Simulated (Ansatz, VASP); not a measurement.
One calculation of SnC3, two programs

File INCAR:

```
SYSTEM = SnC3
PREC = Accurate ; ENCUT = 520
EDIFF = 1E-6 ; ISMEAR = 0
SIGMA = 0.01 ; LREAL = .FALSE.
LASPH = .TRUE. ; NELM = 60
ALGO = Normal ; ISIF = 2
LWAVE = .FALSE. ; LCHARG = .FALSE.
GGA = PE ; NBANDS = 21
```

KPOINTS

```
Automatic mesh
0
G
  6 6 4
  0 0 0
```

POSCAR

```
SnC3
1.0
    2.9788882413      0.0000000000      0.0000000000
    0.0000000000      2.9788882413      0.0000000000
    0.0000000000      0.0000000000      4.6435166726
C Sn
3 1
Direct
    0.5000000000      0.0000000000      0.8203632751
    0.5000000000      0.5000000000      0.0000000000
    0.0000000000      0.5000000000      0.1796367249
    0.0000000000      0.0000000000      0.5000000000
```

Input for Ansatz:

```yaml
crystal:
  lattice:
    - [2.9788882413, 0.0, 0.0]
    - [0.0, 2.9788882413, 0.0]
    - [0.0, 0.0, 4.6435166726]
  atoms:
    - { symbol: C, position: [0.5, 0.0, 0.8203632751] }
    - { symbol: C, position: [0.5, 0.5, 0.0] }
    - { symbol: C, position: [0.0, 0.5, 0.1796367249] }
    - { symbol: Sn, position: [0.0, 0.0, 0.5] }
kpoints:
  mp_grid: { grid: [6, 6, 4] }
hamiltonian:
  xc: pbe
scf:
  occupations: { method: fixed }
output:
  optics:
    e_range: [0, 12]
    de: 0.05
    sigma: 0.1
    bands: { spectra_wanted_up_to: 12 }
```

Alike in both runs: task single point; functional PBE; k mesh 6 × 6 × 4; no spin polarisation.

|  | VASP | Ansatz |
| --- | --- | --- |
| version | VASP 6.6.1 | Ansatz 0.2.0 |
| potentials or method | VASP PAW PBE potentials, release 64 (C, Sn_d) | plane waves, PAW |
| plane-wave cutoff (eV) | 520 | 420 |
| occupations | gaussian, width 0.01 eV | fixed |
| valence electrons in the cell | 26 | 26 |

```csv
,VASP,Ansatz,Ansatz less VASP
gap on the k mesh at the Fermi level (eV),0.33,0.33,0.000
```
